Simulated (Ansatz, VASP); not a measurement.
**VCuSi3 in VASP and in Ansatz**

The input INCAR:

```
  PREC = Accurate
  ENCUT = 600
  EDIFF = 1E-7
  ISMEAR = 0
  SIGMA = 0.1
  LREAL = F
  LASPH = T
  NELM = 60
  ALGO = Normal
  ISIF = 3
  LWAVE = F
  LCHARG = F
  GGA = PE
  IBRION = 2
  NSW = 90
  EDIFFG = -0.04
```

KPOINTS

```
Automatic mesh
0
Gamma
  6 6 4
```

The input POSCAR:

```
VCuSi3
1.0
    3.5571123393      0.0000000000      0.0000000000
    0.0000000000      3.5571123393      0.0000000000
    0.0000000000      0.0000000000      6.0216029217
V Si Cu
1 3 1
Direct
    0.0000000000      0.0000000000      0.0659829929
    0.5000000000      0.5000000000      0.0215041006
    0.0000000000      0.5000000000      0.3664079347
    0.5000000000      0.0000000000      0.3664079347
    0.5000000000      0.5000000000      0.6396970372
```

Input for Ansatz:

```yaml
crystal:
  lattice:
    - [3.5571123393, 0.0, 0.0]
    - [0.0, 3.5571123393, 0.0]
    - [0.0, 0.0, 6.0216029217]
  atoms:
    - { symbol: V, position: [0.0, 0.0, 0.0659829929] }
    - { symbol: Si, position: [0.5, 0.5, 0.0215041006] }
    - { symbol: Si, position: [0.0, 0.5, 0.3664079347] }
    - { symbol: Si, position: [0.5, 0.0, 0.3664079347] }
    - { symbol: Cu, position: [0.5, 0.5, 0.6396970372] }
basis:
  ecutwfc: 420
kpoints:
  mp_grid: { grid: [6, 6, 4] }
hamiltonian:
  xc: pbe
scf:
  occupations: { method: gaussian, width: 0.1 }
  lower_state_search: "off"
output:
  forces: true
  stress: true
  eigenvalues: true
relax:
  adjacent_minimum: "off"
  f_tol: 0.04
  max_steps: 70
  cell: { stress_tol: 0.4 }
```

Alike in both runs: task relaxation of cell and atoms; functional PBE; k mesh 6 × 6 × 4; occupations gaussian, width 0.1 eV; no spin polarisation.

|  | VASP | Ansatz |
| --- | --- | --- |
| version | VASP 6.6.1 | Ansatz 0.2.0 |
| potentials or method | VASP PAW PBE potentials, release 64 (V_sv, Si, Cu), cutoff 600 eV | scalar-relativistic, plane waves, PAW |
| valence electrons in the cell | 36 | 44 |

|  | VASP | Ansatz | Ansatz less VASP |
| --- | --- | --- | --- |
| gap on the k mesh at the Fermi level, each at its own relaxed structure (eV) | none | none | - |
| relaxed volume (Å³/atom) | 15.75 | 15.76 | +0.004 |
| relaxed length of the cell vector where the two differ most in proportion (Å) | 6.598 | 6.592 | -0.0058 |

A gap of «none» marks a metal or a gap that the smearing closes. VASP's potentials hold 36 valence electrons a cell and Ansatz's 44, so a difference there can come from the potentials and not from the codes.
